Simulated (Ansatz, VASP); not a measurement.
C in VASP and in Ansatz

```
C
1.0
     4.15627    0.00000    0.00000
    -2.07814    3.59944    0.00000
     0.00000    0.00000    4.98945
C
12
Direct
  0.08399 0.71855 0.95238
  0.28145 0.36544 0.61904
  0.63456 0.91601 0.28571
  0.91601 0.28145 0.45238
  0.71855 0.63456 0.11904
  0.36544 0.08399 0.78571
  0.08399 0.36544 0.88096
  0.63456 0.71855 0.54762
  0.28145 0.91601 0.21429
  0.91601 0.63456 0.38096
  0.36544 0.28145 0.04762
  0.71855 0.08399 0.71429
```

Alike in both runs: functional PBE; k mesh 6 × 6 × 6; occupations gaussian, width 0.02 eV; no spin polarisation.

Ansatz relaxed the structure, and its values are those at the end. VASP's run is a single point on that final structure, the one shown.

|  | VASP | Ansatz |
| --- | --- | --- |
| version | VASP 6.6.1 | Ansatz 0.2.0 |
| potentials or method | VASP PAW PBE potentials, release 64 (C), cutoff 520 eV | scalar-relativistic, plane waves, PAW |
| valence electrons in the cell | 48 | 48 |

```tsv
	VASP	Ansatz	Ansatz less VASP
gap on the k mesh at the Fermi level (eV)	2.28	2.29	+0.009
least direct gap on the mesh (eV)	2.28	2.29	+0.009
pressure (GPa)	0.6	0.0	-0.58
rms of the force components (eV/Å)	0.020	0.001	-0.0189
```
